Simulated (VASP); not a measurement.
# ZnSe (I-4m2) in VASP: a series of runs

ZnSe is run at these levels: LDA; tasks: single point.

Program: VASP 6.6.1. These are calculated values, not measurements. Logs are shortened: lines on timing, memory, paths and dates and some standing lists are left out, and cuts for length are marked.

## 1. The cell of the first run

It takes space group I-4m2 (No. 119, tetragonal). The conventional cell has a = 4.499 Å, b = 4.499 Å, c = 4.498 Å, α = 90.00°, β = 90.00°, γ = 90.00°. Within 3.3 Å of Zn (site symmetry -4m2) lie 4 Se at 2.51 Å. Within 3.3 Å of Se (site symmetry -4m2) lie 4 Zn at 2.51 Å.

## 2. Single point, LDA

Input file INCAR:

```
SYSTEM = ZnSe
PREC     = Accurate       ! precision mode
ENCUT    = 520            ! plane-wave cutoff, eV
EDIFF    = 1E-6           ! SCF threshold, eV
ISMEAR   = 0              ! smearing method
SIGMA    = 0.05           ! smearing width, eV
LREAL    = .FALSE.        ! projectors in reciprocal space
LASPH    = .TRUE.         ! aspherical terms in the spheres
NELM     = 80             ! most SCF steps
ALGO     = Normal         ! electronic algorithm
ISIF     = 2              ! what is computed and relaxed
LWAVE    = .FALSE.        ! write WAVECAR
LCHARG   = .FALSE.        ! write CHGCAR
GGA      = CA             ! functional
NBANDS   = 16             ! bands
```

Input file KPOINTS:

```
Automatic mesh
0
G
  10 10 10
  0 0 0
```

Input file POSCAR:

```
ZnSe
1.0
    0.0000000000      3.1809930826      2.2489621094
    3.1809930826      0.0000000000      2.2489621094
    3.1809930826      3.1809930826      0.0000000000
Zn Se
1 1
Direct
    0.0000000000      0.0000000000      0.0000000000
    0.7500000000      0.7500000000      0.7500000000
```

Potentials or basis: VASP PAW LDA potentials, release 64 (Zn, Se).

Run with:

```console
cat potpaw_LDA.64/Zn/POTCAR potpaw_LDA.64/Se/POTCAR > POTCAR
mpirun -np 1 vasp_std > vasp.out
```

OUTCAR:

```text
SYSTEM = ZnSe
   PREC = Accurate
   ENCUT = 520
   EDIFF = 1E-6
   ISMEAR = 0
   LREAL = .FALSE.
   LASPH = .TRUE.
   NELM = 80
   ISIF = 2
   GGA = CA

 ion  position               nearest neighbor table
   1  0.000  0.000  0.000-   2 2.51   2 2.51   2 2.51   2 2.51
   2  0.750  0.750  0.750-   1 2.51   1 2.51   1 2.51   1 2.51

  LATTYP: Found a body centered tetragonal cell.
 ALAT       =     4.4986035592
 C/A-ratio  =     0.9998489886

  Lattice vectors:

 A1 = (   0.0000000000,  -3.1809930826,  -2.2489621094)
 A2 = (   0.0000000000,   3.1809930826,  -2.2489621094)
 A3 = (   3.1809930826,   0.0000000000,   2.2489621094)

Analysis of symmetry for initial positions (statically):
=====================================================================
 Subroutine PRICEL returns:
 Original cell was already a primitive cell.

 Routine SETGRP: Setting up the symmetry group for a
 body centered tetragonal supercell.

 Subroutine GETGRP returns: Found  8 space group operations
 (whereof  8 operations were pure point group operations)
 out of a pool of 16 trial point group operations.

The static configuration has the point symmetry D_2d.

Analysis of symmetry for dynamics (positions and initial velocities):
=====================================================================
 Subroutine PRICEL returns:
 Original cell was already a primitive cell.

 Routine SETGRP: Setting up the symmetry group for a
 body centered tetragonal supercell.

 Subroutine GETGRP returns: Found  8 space group operations
 (whereof  8 operations were pure point group operations)
 out of a pool of 16 trial point group operations.

The dynamic configuration has the point symmetry D_2d.

 Subroutine INISYM returns: Found  8 space group operations
 (whereof  8 operations are pure point group operations),
 and found     1 'primitive' translations

----------------------------------------------------------------------------------------

                                     Primitive cell

  volume of cell :      45.5132

  direct lattice vectors                    reciprocal lattice vectors
     0.000000000  3.180993083  2.248962109    -0.157183618  0.157183618  0.222324777
     3.180993083  0.000000000  2.248962109     0.157183618 -0.157183618  0.222324777
     3.180993083  3.180993083  0.000000000     0.157183618  0.157183618 -0.222324777

  length of vectors
     3.895708865  3.895708865  4.498603559     0.314390976  0.314390976  0.314390976

  position of ions in fractional coordinates (direct lattice)
     0.000000000  0.000000000  0.000000000
     0.750000000  0.750000000  0.750000000

  ion indices of the primitive-cell ions
   primitive index   ion index
                 1           1
                 2           2

----------------------------------------------------------------------------------------

 KPOINTS: Automatic mesh

Automatic generation of k-mesh.
 Grid dimensions read from file:
 generate k-points for:   10   10   10

 Generating k-lattice:

  Cartesian coordinates                     Fractional coordinates (reciprocal lattice)
    -0.015718362  0.015718362  0.022232478     0.100000000  0.000000000  0.000000000
     0.015718362 -0.015718362  0.022232478     0.000000000  0.100000000  0.000000000
     0.015718362  0.015718362 -0.022232478    -0.000000000 -0.000000000  0.100000000

  Length of vectors
     0.031439098  0.031439098  0.031439098

  Shift w.r.t. Gamma in fractional coordinates (k-lattice)
     0.000000000  0.000000000  0.000000000

 Subroutine IBZKPT returns following result:
 ===========================================

 Found    102 irreducible k-points:

 Following reciprocal coordinates:
            Coordinates               Weight
  0.000000  0.000000  0.000000      1.000000
  0.100000 -0.000000  0.000000      8.000000
  0.200000 -0.000000  0.000000      8.000000
  0.300000 -0.000000  0.000000      8.000000
  0.400000 -0.000000  0.000000      8.000000
  0.500000 -0.000000  0.000000      4.000000
[... 16 lines left out ...]
  0.300000  0.300000  0.000000      2.000000
  0.400000  0.300000  0.000000      8.000000
 [... further k-points ...]
   k-points           NKPTS =    102   k-points in BZ     NKDIM =    102   number of bands    NBANDS=     16
   number of dos      NEDOS =    301   number of ions     NIONS =      2
   total plane-waves  NPLWV =  32400
   dimension x,y,z NGX =    30 NGY =   30 NGZ =   36
   dimension x,y,z NGXF=    60 NGYF=   60 NGZF=   72
   ions per type =               1   1
   NGX,Y,Z   is equivalent  to a cutoff of  12.80, 12.80, 13.30 a.u.
   NGXF,Y,Z  is equivalent  to a cutoff of  25.60, 25.60, 26.61 a.u.
 SYSTEM =  ZnSe
   PREC   = accura    normal or accurate (medium, high low for compatibility)
   ISTART =      0    job   : 0-new  1-cont  2-samecut
   ICHARG =      2    charge: 1-file 2-atom 10-const
   ISPIN  =      1    spin polarized calculation?
   LNONCOLLINEAR =      F non collinear calculations
[... 56 lines left out ...]
 cond. band min:       2.1612494095   @ k =   0.0000   0.0000   0.0000
 fundamental gap:      0.2413726865
 Fermi energy:         2.0405623638

 k-point     1 :       0.0000    0.0000    0.0000
  band No.  band energies     occupation
      1     -11.5977      2.00000
      2      -5.0895      2.00000
      3      -5.0895      2.00000
      4      -5.0093      2.00000
      5      -4.8489      2.00000
      6      -4.8132      2.00000
[... 8 lines left out ...]
     15      11.2230      0.00000
     16      12.5812      0.00000

 k-point     2 :       0.1000   -0.0000    0.0000
  band No.  band energies     occupation
      1     -11.5271      2.00000
      2      -5.0905      2.00000
      3      -5.0866      2.00000
      4      -5.0045      2.00000
      5      -4.8445      2.00000
      6      -4.8129      2.00000
[... 8 lines left out ...]
     15      11.2797      0.00000
     16      12.5903      0.00000

 k-point     3 :       0.2000   -0.0000    0.0000
  band No.  band energies     occupation
      1     -11.3331      2.00000
      2      -5.0907      2.00000
      3      -5.0829      2.00000
      4      -4.9833      2.00000
      5      -4.8282      2.00000
      6      -4.8107      2.00000
[... 8 lines left out ...]
     15      11.1750      0.00000
     16      13.9013      0.00000

 k-point     4 :       0.3000   -0.0000    0.0000
  band No.  band energies     occupation
      1     -11.0710      2.00000
      2      -5.0853      2.00000
      3      -5.0678      2.00000
      4      -4.9446      2.00000
      5      -4.8019      2.00000
      6      -4.7986      2.00000
[... 8 lines left out ...]
     15      12.5444      0.00000
     16      14.6926      0.00000

 k-point     5 :       0.4000   -0.0000    0.0000
  band No.  band energies     occupation
      1     -10.8368      2.00000
      2      -5.0918      2.00000
      3      -5.0140      2.00000
      4      -4.8966      2.00000
      5      -4.7679      2.00000
      6      -4.7649      2.00000
[... 8 lines left out ...]
     15      13.9396      0.00000
     16      14.4708      0.00000

 k-point     6 :       0.5000   -0.0000    0.0000
  band No.  band energies     occupation
      1     -10.7409      2.00000
      2      -5.0951      2.00000
      3      -4.9867      2.00000
      4      -4.8749      2.00000
      5      -4.7548      2.00000
      6      -4.7067      2.00000
[... 8 lines left out ...]
     15      13.4858      0.00000
     16      16.2523      0.00000
[... 267 lines left out ...]
 k-point    21 :      -0.3000    0.2000    0.0000
  band No.  band energies     occupation
      1     -10.8445      2.00000
      2      -5.0345      2.00000
      3      -4.9855      2.00000
      4      -4.9100      2.00000
      5      -4.8351      2.00000
      6      -4.8041      2.00000
[... 8 lines left out ...]
     15      11.7345      0.00000
     16      13.4321      0.00000

 k-point    22 :      -0.2000    0.2000    0.0000
  band No.  band energies     occupation
      1     -11.0742      2.00000
      2      -5.0494      2.00000
      3      -5.0261      2.00000
      4      -4.9430      2.00000
      5      -4.8460      2.00000
      6      -4.8265      2.00000
[... 8 lines left out ...]
     15      11.8238      0.00000
     16      12.3542      0.00000

 k-point    23 :       0.3000    0.3000    0.0000
  band No.  band energies     occupation
      1     -10.7133      2.00000
      2      -5.0806      2.00000
      3      -5.0153      2.00000
      4      -5.0153      2.00000
      5      -4.7699      2.00000
      6      -4.7019      2.00000
[... 8 lines left out ...]
     15      12.4767      0.00000
     16      17.1070      0.00000

 k-point    24 :       0.4000    0.3000    0.0000
  band No.  band energies     occupation
      1     -10.5430      2.00000
      2      -5.0733      2.00000
      3      -4.9897      2.00000
      4      -4.9762      2.00000
      5      -4.7529      2.00000
      6      -4.6226      2.00000
[... 8 lines left out ...]
     15      13.7543      0.00000
     16      17.0929      0.00000

 [... further k-points ...]

------------------------ aborting loop because EDIFF is reached ----------------------------------------

  FORCE on cell =-STRESS in cart. coord.  units (eV):
  Direction    XX          YY          ZZ          XY          YZ          ZX
  --------------------------------------------------------------------------------------
  -------------------------------------------------------------------------------------
  Total       -2.3386859     -2.3386859     -0.0074170      0.0000000      0.0000000     -0.0000000
  in kB      -82.3274926    -82.3274926     -0.2610977      0.0000000      0.0000000     -0.0000000
  external PRESSURE =     -54.9720276 kB  Pullay stress =       0.0000000 kB

 VOLUME and BASIS-vectors are now :
 -----------------------------------------------------------------------------
  energy-cutoff  :      520.00
  volume of cell :       45.51
      direct lattice vectors                 reciprocal lattice vectors
     0.000000000  3.180993083  2.248962109    -0.157183618  0.157183618  0.222324777
     3.180993083  0.000000000  2.248962109     0.157183618 -0.157183618  0.222324777
     3.180993083  3.180993083  0.000000000     0.157183618  0.157183618 -0.222324777

 POSITION                                       TOTAL-FORCE (eV/Angst)
 -----------------------------------------------------------------------------------
      0.00000      0.00000      0.00000        -0.000000     -0.000000     -0.000000
      4.77149      4.77149      3.37344         0.000000      0.000000      0.000000
 -----------------------------------------------------------------------------------
    total drift:                                0.000002      0.000002      0.000002

  FREE ENERGIE OF THE ION-ELECTRON SYSTEM (eV)
  ---------------------------------------------------
  free  energy   TOTEN  =        -7.0403482556 eV

  energy  without entropy=       -7.0403480892  energy(sigma->0) =       -7.04034817
```

Wall time 2 min (1 thread of AMD EPYC 7R13, shared host); peak memory 0.18 GiB.

What came out:

```yaml
Free_energy: -7.0403 eV
Pressure: -5.5 GPa
Band_gap_on_the_k_mesh: 0.24 eV
```

Stress tensor (GPa, compression positive):
```
-8.23  0.00  0.00
 0.00 -8.23  0.00
 0.00  0.00 -0.03
```

Levels at points of the mesh, in eV from the valence-band top:
```tsv
k point	band 6	band 7	band 8	band 9	band 10	band 11	band 12	band 13
(0.00, 0.00, 0.00)	-6.73	-0.78	-0.78	0.00	0.24	5.89	6.16	6.16
(0.50, 0.00, 0.00)	-6.63	-5.35	-1.96	-0.76	1.18	4.79	7.17	8.53
(0.50, 0.50, 0.00)	-6.35	-3.63	-3.54	-3.54	0.85	2.18	10.38	10.38
(0.50, 0.00, 0.50)	-6.70	-5.62	-1.80	-1.36	3.09	4.39	8.11	8.27
```

Caveat: the stress differs along the axes, from -8 to -0 GPa; semilocal functionals underestimate gaps, and a narrow one can read as zero.

## 3. Single point, LDA

This run uses another cell than the first one, of the same volume but with other edges.

Input file INCAR:

```
PREC     = Accurate       # precision mode
ENCUT    = 520            # plane-wave cutoff, eV
EDIFF    = 1E-6           # SCF threshold, eV
ISMEAR   = 0              # smearing method
SIGMA    = 0.05           # smearing width, eV
LREAL    = False          # projectors in reciprocal space
LASPH    = True           # aspherical terms in the spheres
NELM     = 100            # most SCF steps
ALGO     = Normal         # electronic algorithm
ISIF     = 2              # what is computed and relaxed
LWAVE    = False          # write WAVECAR
LCHARG   = False          # write CHGCAR
NBANDS   = 16             # bands
```

Input file KPOINTS:

```
Automatic mesh
0
Gamma
  10 10 10
```

Input file POSCAR:

```
ZnSe
1.0
    0.0000000000      2.5247558828      3.5700048183
    2.5247558828      0.0000000000      3.5700048183
    2.5247558828      2.5247558828      0.0000000000
Zn Se
1 1
Direct
    0.0000000000      0.0000000000      0.0000000000
    0.7500000000      0.7500000000      0.7500000000
```

Potentials or basis: VASP PAW LDA potentials, release 64 (Zn, Se).

Run with:

```console
cat potpaw_LDA.64/Zn/POTCAR potpaw_LDA.64/Se/POTCAR > POTCAR
mpirun -np 1 vasp_std > vasp.out
```

It took 2.3 min on 1 thread of AMD EPYC 7R13, shared host; peak memory 0.18 GiB.

The run converged. Its results:

- Free energy: -6.7221 eV
- Pressure: -4.2 GPa
- Band gap on the k mesh: zero (bands 9 and 10 overlap by 0.05 eV)

Stress tensor (GPa, compression positive):
```
  2.99   0.00   0.00
  0.00   2.99   0.00
  0.00   0.00 -18.58
```

Levels at points of the mesh, in eV from the Fermi level:
```csv
k point,band 7,band 8,band 9,band 10,band 11,band 12
"(0.00, 0.00, 0.00)",-2.28,-0.62,-0.10,-0.10,5.59,5.59
"(0.50, 0.00, 0.00)",-5.72,-2.67,-0.24,0.39,5.98,7.20
"(0.50, 0.50, 0.00)",-6.71,-1.35,-1.35,3.56,4.62,7.31
"(0.50, 0.00, 0.50)",-4.64,-3.42,-2.89,1.69,1.73,7.04
```

Caveat: the stress differs along the axes, from -19 to 3 GPa; semilocal functionals underestimate gaps, and a narrow one can read as zero.

## 4. Single point, LDA

This run uses another cell than the first one, of the same volume but with other edges.

Input file INCAR:

```
SYSTEM = ZnSe
PREC     = Accurate       ! precision mode
ENCUT    = 520            ! plane-wave cutoff, eV
EDIFF    = 1E-7           ! SCF threshold, eV
ISMEAR   = 0              ! smearing method
SIGMA    = 0.05           ! smearing width, eV
LREAL    = .False.        ! projectors in reciprocal space
LASPH    = .True.         ! aspherical terms in the spheres
NELM     = 80             ! most SCF steps
ALGO     = Normal         ! electronic algorithm
ISIF     = 2              ! what is computed and relaxed
LWAVE    = .False.        ! write WAVECAR
LCHARG   = .False.        ! write CHGCAR
NBANDS   = 16             ! bands
```

Input file KPOINTS:

```
Automatic mesh
0
Gamma
  10 10 10
  0 0 0
```

Input file POSCAR:

```
ZnSe
1.0
    0.0000000000      2.9915496886      2.5428172353
    2.9915496886      0.0000000000      2.5428172353
    2.9915496886      2.9915496886      0.0000000000
Zn Se
1 1
Direct
    0.0000000000      0.0000000000      0.0000000000
    0.7500000000      0.7500000000      0.7500000000
```

Run with:

```console
cat potpaw_LDA.64/Zn/POTCAR potpaw_LDA.64/Se/POTCAR > POTCAR
mpirun -np 1 vasp_std > vasp.out
```

It took 2 min on 1 thread of AMD EPYC 7R13, shared host; peak memory 0.18 GiB.

It converged, with:

| Item | Value |
| --- | --- |
| Free energy | -7.2694 eV |
| Pressure | -3.6 GPa |
| Band gap on the k mesh | 0.70 eV |

Stress tensor (GPa, compression positive):
```
-5.24  0.00  0.00
 0.00 -5.24  0.00
 0.00  0.00 -0.41
```

Levels at points of the mesh, in eV from the valence-band top:
```tsv
k point	band 5	band 6	band 7	band 8	band 9	band 10	band 11	band 12	band 13	band 14
(0.00, 0.00, 0.00)	-6.60	-6.57	-0.44	-0.44	0.00	0.70	5.55	5.64	5.64	9.43
(0.50, 0.00, 0.00)	-6.54	-6.43	-5.47	-1.54	-0.74	1.86	5.45	6.97	8.28	10.18
(0.50, 0.50, 0.00)	-6.52	-6.28	-4.40	-2.98	-2.98	2.06	2.22	10.69	10.69	11.08
(0.50, 0.00, 0.50)	-6.57	-6.47	-5.33	-2.21	-1.94	2.83	3.66	9.49	9.59	10.63
```

Caveat: the cell stands under tension; semilocal functionals underestimate gaps, and a narrow one can read as zero.

## 5. Single point, LDA

This run uses another cell than the first one, of the same volume but with other edges.

Input file INCAR:

```
SYSTEM = ZnSe
PREC = Accurate
ENCUT = 520
EDIFF = 1E-7
ISMEAR = 0
SIGMA = 0.05
LREAL = .False.
LASPH = .True.
NELM = 60
ALGO = Normal
ISIF = 2
LWAVE = .False.
LCHARG = .True.
LELF = .True.
LVHAR = .True.
NBANDS = 16
```

Input file KPOINTS:

```
regular mesh
0
Gamma
  10 10 10
  0 0 0
```

Input file POSCAR:

```
ZnSe
1.0
    0.0000000000      2.6667078986      3.2000494784
    2.6667078986      0.0000000000      3.2000494784
    2.6667078986      2.6667078986      0.0000000000
Zn Se
1 1
Direct
    0.0000000000      0.0000000000      0.0000000000
    0.7500000000      0.7500000000      0.7500000000
```

Run with:

```console
cat potpaw_LDA.64/Zn/POTCAR potpaw_LDA.64/Se/POTCAR > POTCAR
mpirun -np 1 vasp_std > vasp.out
```

Wall time 2.1 min (1 thread of AMD EPYC 7R13, shared host); peak memory 0.18 GiB.

Results (log left out):

| Property | Result |
| --- | --- |
| Free energy | -7.1999 eV |
| Pressure | -3.6 GPa |
| Band gap on the k mesh | 0.58 eV |

Stress tensor (GPa, compression positive):
```
-0.40  0.00  0.00
 0.00 -0.40  0.00
 0.00  0.00 -9.96
```

Levels at points of the mesh, in eV from the valence-band top:
| k point | band 7 | band 8 | band 9 | band 10 | band 11 | band 12 |
| --- | --- | --- | --- | --- | --- | --- |
| (0.00, 0.00, 0.00) | -0.94 | 0.00 | 0.00 | 0.58 | 5.60 | 5.60 |
| (0.50, 0.00, 0.00) | -5.46 | -1.72 | -0.52 | 1.68 | 5.89 | 6.82 |
| (0.50, 0.50, 0.00) | -5.75 | -1.72 | -1.72 | 3.22 | 4.19 | 8.97 |
| (0.50, 0.00, 0.50) | -4.66 | -2.84 | -2.53 | 2.30 | 2.55 | 9.14 |

Caveat: the stress differs along the axes, from -10 to -0 GPa; semilocal functionals underestimate gaps, and a narrow one can read as zero.

## 6. The runs side by side

| cell | gap on the mesh (eV) | pressure (GPa) |
| --- | --- | --- |
| a = 3.896, b = 3.896, c = 4.499 Å, angles 54.7, 54.7, 70.5°, 2 atoms | 0.24 | -5.5 |
| a = 4.373, b = 4.373, c = 3.571 Å, angles 65.9, 65.9, 48.2°, 2 atoms | none | -4.2 |
| a = 3.926, b = 3.926, c = 4.231 Å, angles 57.4, 57.4, 65.2°, 2 atoms | 0.70 | -3.6 |
| a = 4.166, b = 4.166, c = 3.771 Å, angles 63.1, 63.1, 53.8°, 2 atoms | 0.58 | -3.6 |

Alike in all rows: task single point; level LDA; potentials or basis VASP PAW LDA potentials, release 64 (Zn, Se); no spin polarisation; k mesh 10 × 10 × 10; cutoff (eV) 520; smearing gaussian 0.05 eV.

Caveats: semilocal functionals underestimate gaps, and a narrow one can read as zero; the stress differs along the axes, from -8 to -0 GPa (at least some runs); the stress differs along the axes, from -19 to 3 GPa (at least some runs); the cell stands under tension (at least some runs); the stress differs along the axes, from -10 to -0 GPa (at least some runs).

Absolute energies hang on the potentials; compare differences alone.

The gap in the log of VASP goes by the Fermi energy; the results here count the filled bands.